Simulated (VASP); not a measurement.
Input of a VASP 6.6.1 run:

File POSCAR:

```
Hf
1.0
    2.8566409408      0.0000000000      0.0000000000
    0.0000000000      2.8566409408      0.0000000000
    0.0000000000      0.0000000000      2.8566409408
Hf
1
Direct
    0.0000000000      0.0000000000      0.0000000000
```

Contents of INCAR.step1:

```
PREC     = Accurate       # precision mode
ENCUT    = 600            # plane-wave cutoff, eV
ISMEAR   = 0              # smearing method
SIGMA    = 0.1            # smearing width, eV
LREAL    = F              # projectors in reciprocal space
LASPH    = T              # aspherical terms in the spheres
NELM     = 80             # most SCF steps
GGA      = PE             # functional
ALGO     = Normal         # electronic algorithm
EDIFF    = 1E-4           # SCF threshold, eV
LWAVE    = T              # write WAVECAR
LCHARG   = F              # write CHGCAR
```

File INCAR.step2:

```
PREC     = Accurate       # precision mode
ENCUT    = 600            # plane-wave cutoff, eV
EDIFF    = 1E-7           # SCF threshold, eV
ISMEAR   = 0              # smearing method
SIGMA    = 0.1            # smearing width, eV
LREAL    = F              # projectors in reciprocal space
LASPH    = T              # aspherical terms in the spheres
NELM     = 80             # most SCF steps
ALGO     = Normal         # electronic algorithm
ISIF     = 3              # what is computed and relaxed
LWAVE    = F              # write WAVECAR
LCHARG   = F              # write CHGCAR
METAGGA  = R2SCAN         # meta-GGA
LMIXTAU  = T            
IBRION   = 2              # ionic algorithm
NSW      = 100            # ionic steps
EDIFFG   = -0.01          # ionic threshold
ISTART   = 1
```

KPOINTS

```
regular mesh
0
Gamma
  20 20 20
```

Potentials or basis: VASP PAW PBE potentials, release 64 (Hf_pv).

The run is started by

```sh
$ cat potpaw_PBE.64/Hf_pv/POTCAR > POTCAR
$ cp INCAR.step1 INCAR
$ mpirun -np 1 vasp_std > vasp.out
$ cp INCAR.step2 INCAR
$ mpirun -np 1 vasp_std > vasp.out
```

Question: Estimate the band gap on the k mesh.

Answer: Zero (bands 5 and 6 overlap by 2.57 eV).

Question: Estimate the relaxed cell.

Answer: a = 2.892 Å, b = 2.892 Å, c = 2.892 Å, α = 90.00°, β = 90.00°, γ = 90.00°.

Question: Predict the relaxed volume.

Answer: 24.18 Å³/atom.

Question: Estimate the space group after relaxing (to 0.1 Å).

Answer: Pm-3m (No. 221).

Final structure:
```
CELL_PARAMETERS angstrom
2.89183 0.00000 0.00000
0.00000 2.89183 0.00000
0.00000 0.00000 2.89183
ATOMIC_POSITIONS crystal
Hf 0.00000 0.00000 0.00000
```

Caveat: the PAW data sets were made with another functional, which shifts forces and pressure a little; spin-orbit coupling is left out, which moves the levels of the heavy elements.
